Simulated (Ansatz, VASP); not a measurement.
**KMgF3: VASP beside Ansatz**

```
K Mg F
1.0
     2.39207    1.38106    4.31201
    -2.39207    1.38106    4.31201
     0.00000   -2.76212    4.31201
K Mg F
1 1 3
Direct
  0.50000 0.50000 0.50000
  0.00000 0.00000 0.00000
  0.50000 0.50000 0.00000
  0.00000 0.50000 0.50000
  0.50000 0.00000 0.50000
```

Alike in both runs: functional PBE; k mesh 3 × 3 × 3; occupations gaussian, width 0.15 eV; no spin polarisation.

Ansatz relaxed the structure, and its values are those at the end. VASP's run is a single point on that final structure, the one shown.

```csv
,VASP,Ansatz
version,VASP 6.6.1,Ansatz 0.2.0
potentials or method,"VASP PAW PBE potentials, release 64 (K_sv, Mg, F), cutoff 600 eV","scalar-relativistic, plane waves, PAW"
valence electrons in the cell,32,40
```

```tsv
	VASP	Ansatz	Ansatz less VASP
gap on the k mesh at the Fermi level (eV)	0.39	0.42	+0.029
least direct gap on the mesh (eV)	0.39	0.42	+0.029
pressure (GPa)	0.0	0.2	+0.20
```

VASP's potentials hold 32 valence electrons a cell and Ansatz's 40, so a difference there can come from the potentials and not from the codes.

The k mesh is coarse, so the values compare programs but aren't converged.
